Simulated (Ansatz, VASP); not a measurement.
## TePb in VASP and in Ansatz

File POSCAR:

```
TePb
1.0
    0.0000000000      3.4677948021      3.9312208247
    3.4677948021      0.0000000000      3.9312208247
    3.4677948021      3.4677948021      0.0000000000
Pb Te
1 1
Direct
    0.0000000000      0.0000000000      0.0000000000
    0.2500000000      0.2500000000      0.2500000000
```

Contents of INCAR.step1:

```
SYSTEM = TePb
  PREC = Accurate
  ENCUT = 550
  ISMEAR = 0
  SIGMA = 0.01
  LREAL = .FALSE.
  LASPH = .TRUE.
  NELM = 120
  NBANDS = 17
  GGA = PE
  ALGO = Normal
  EDIFF = 1E-5
  LWAVE = .TRUE.
  LCHARG = .FALSE.
  GGA_COMPAT = .FALSE.
```

Contents of INCAR.step2:

```
SYSTEM = TePb
  PREC = Accurate
  ENCUT = 550
  EDIFF = 1E-6
  ISMEAR = 0
  SIGMA = 0.01
  LREAL = .FALSE.
  LASPH = .TRUE.
  NELM = 120
  ALGO = Normal
  ISIF = 2
  LWAVE = .FALSE.
  LCHARG = .FALSE.
  METAGGA = R2SCAN
  LMIXTAU = .TRUE.
  NBANDS = 17
  ISTART = 1
  GGA_COMPAT = .FALSE.
```

KPOINTS

```
Automatic mesh
0
G
  6 6 6
  0 0 0
```

Input for Ansatz:

```yaml
crystal:
  lattice:
    - [0.0, 3.4677948021, 3.9312208247]
    - [3.4677948021, 0.0, 3.9312208247]
    - [3.4677948021, 3.4677948021, 0.0]
  atoms:
    - { symbol: Pb, position: [0.0, 0.0, 0.0] }
    - { symbol: Te, position: [0.25, 0.25, 0.25] }
kpoints:
  mp_grid: { grid: [6, 6, 6] }
  band_path:
    path:
      - [0.0, 0.0, 0.0]
      - [-0.5, -0.5, 0.0]
      - [-0.375, -0.375, 0.25]
      - [-0.375, 0.0, 0.375]
      - [0.0, 0.0, 0.5]
      - [-0.5, -0.25, 0.25]
    npoints: 1
hamiltonian:
  xc: r2scan
scf:
  occupations: { method: fixed }
  n_extra_bands: 4
output:
  forces: true
  stress: true
  eigenvalues: true
```

Change from the starting cell: epitaxial_xy strain -4.8%.

Alike in both runs: task single point; functional r2SCAN; k mesh 6 × 6 × 6; no spin polarisation.

|  | VASP | Ansatz |
| --- | --- | --- |
| version | VASP 6.6.1 | Ansatz 0.2.0 |
| potentials or method | VASP PAW PBE potentials, release 64 (Pb_d, Te) | plane waves, PAW |
| plane-wave cutoff (eV) | 550 | 500 |
| occupations | gaussian, width 0.01 eV | fixed |
| valence electrons in the cell | 20 | 30 |

```tsv
	VASP	Ansatz	Ansatz less VASP
gap on the k mesh at the Fermi level (eV)	0.48	0.48	+0.003
pressure (GPa)	0.3	0.3	0.00
traceless stress, the component that is largest in VASP (GPa)	-0.25	-0.25	-0.002
```

VASP's potentials were made for PBE, not for r2SCAN. VASP's potentials hold 20 valence electrons a cell and Ansatz's 30, so a difference there can come from the potentials and not from the codes.

Spin-orbit coupling is off throughout.
